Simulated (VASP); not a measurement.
Runs of VASP 6.6.1 on BN. The structure is that of space group F-43m (No. 216), or close to it. The cells are those of the table. 

| level | cell | k mesh | smearing | gap on the mesh (eV) | pressure (GPa) |
| --- | --- | --- | --- | --- | --- |
| PBE | a = 2.538, b = 2.538, c = 2.501 Å, angles 60.5, 60.5, 59.0°, 2 atoms | 12 × 12 × 12 | fermi-dirac 0.02 eV | 4.23 | 18.3 |
| PBE | a = 2.524, b = 2.524, c = 2.450 Å, angles 61.0, 61.0, 58.1°, 2 atoms | 12 × 12 × 12 | fermi-dirac 0.02 eV | 3.98 | 33.6 |
| PBE | a = 2.567, b = 2.567, c = 2.603 Å, angles 59.5, 59.5, 60.9°, 2 atoms | 6 × 6 × 6 | gaussian 0.01 eV | 3.94 | -6.4 |
| PBE | a = 2.531, b = 2.531, c = 2.476 Å, angles 60.7, 60.7, 58.6°, 2 atoms | 6 × 6 × 6 | gaussian 0.01 eV | (b) | 25.7 |
| PBE | a = 2.524, b = 2.524, c = 2.450 Å, angles 61.0, 61.0, 58.1°, 2 atoms | 6 × 6 × 6 | gaussian 0.01 eV | 3.97 | 33.6 |
| r2SCAN | a = 2.538, b = 2.538, c = 2.501 Å, angles 60.5, 60.5, 59.0°, 2 atoms | 12 × 12 × 12 | gaussian 0.01 eV | 4.75 | (a) |
| r2SCAN | a = 2.575, b = 2.575, c = 2.629 Å, angles 59.3, 59.3, 61.4°, 2 atoms | 12 × 12 × 12 | gaussian 0.01 eV | (c) | -15.6 |
| PBE | a = 2.567, b = 2.567, c = 2.603 Å, angles 59.5, 59.5, 60.9°, 2 atoms | 12 × 12 × 12 | fermi-dirac 0.02 eV | 3.95 | -6.5 |

Alike in all rows: task single point; potentials or basis VASP PAW PBE potentials, release 64 (B, N); no spin polarisation; cutoff (eV) 520.

**Question.** Fill in the values left out.

**Answer.** (a) 14.5; (b) 4.10; (c) 4.20.

Caveats: some runs use coarse meshes; the PAW data sets were made with another functional, which shifts forces and pressure a little (some runs).

A k mesh can miss the band edges.
